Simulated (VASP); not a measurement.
**HfH2: electric field gradients with LDA**

HfH2:

```
CELL_PARAMETERS angstrom
-1.73900 1.73900 2.20230
1.73900 -1.73900 2.20230
1.73900 1.73900 -2.20230
ATOMIC_POSITIONS crystal
Hf 0.00000 0.00000 0.00000
H 0.75000 0.25000 0.50000
H 0.25000 0.75000 0.50000
```

This cell differs from its parent crystal: zz strain of +1 %.

```yaml
Program: VASP 6.6.1
Task: electric field gradients
Functional: LDA
Potentials_or_basis: VASP PAW LDA potentials, release 64 (Hf_pv, H)
Cutoff: 520 eV
k_mesh: 12 × 12 × 12
Occupations: fermi-dirac, width 0.03 eV
Spin: no spin polarisation
Dipole_correction: no
Further_INCAR_settings: ALGO = Normal; EDIFF = 1e-08; NBANDS = 13
```

| Property | Result |
| --- | --- |
| Pressure | -9.7 GPa |
| Band gap on the k mesh | zero (band 6 reaches 5.63 eV, above the bottom of band 7 at 4.66 eV) |

Stress tensor (GPa, compression positive):
```
 -9.27   0.00   0.00
  0.00  -9.27   0.00
  0.00   0.00 -10.58
```

Levels at points of the mesh, in eV from the Fermi level:
```csv
k point,band 3,band 4,band 5,band 6,band 7,band 8,band 9,band 10
"(0.00, 0.00, 0.00)",-30.75,-11.08,-1.15,-0.47,-0.47,0.23,1.88,3.11
"(0.50, 0.00, 0.00)",-30.81,-8.24,-5.03,-0.75,0.47,3.75,4.68,4.69
"(0.50, 0.50, 0.00)",-30.92,-6.53,-5.54,-4.02,3.88,4.12,5.12,6.40
"(0.50, 0.50, 0.50)",-31.06,-7.49,-4.28,-3.74,4.47,4.58,4.58,5.68
```

Electric field gradients, principal values (V/Å²):
```
atom   least  middle  greatest (by size)
1 Hf  12.399  12.400             -24.799
 2 H   0.023   0.024              -0.047
 3 H   0.023   0.024              -0.047
```

It took 28 s on 1 thread of Intel(R) Xeon(R) Platinum 8559C (Emerald Rapids), on a shared host, peak memory 0.19 GiB.

Caveat: the cell differs from its parent crystal (zz strain of +1 %); without QUAD_EFG the Cq values of the log hold for a quadrupole moment of 1 mb, not for the nuclei; spin-orbit coupling is left out, which moves the levels of the heavy elements.
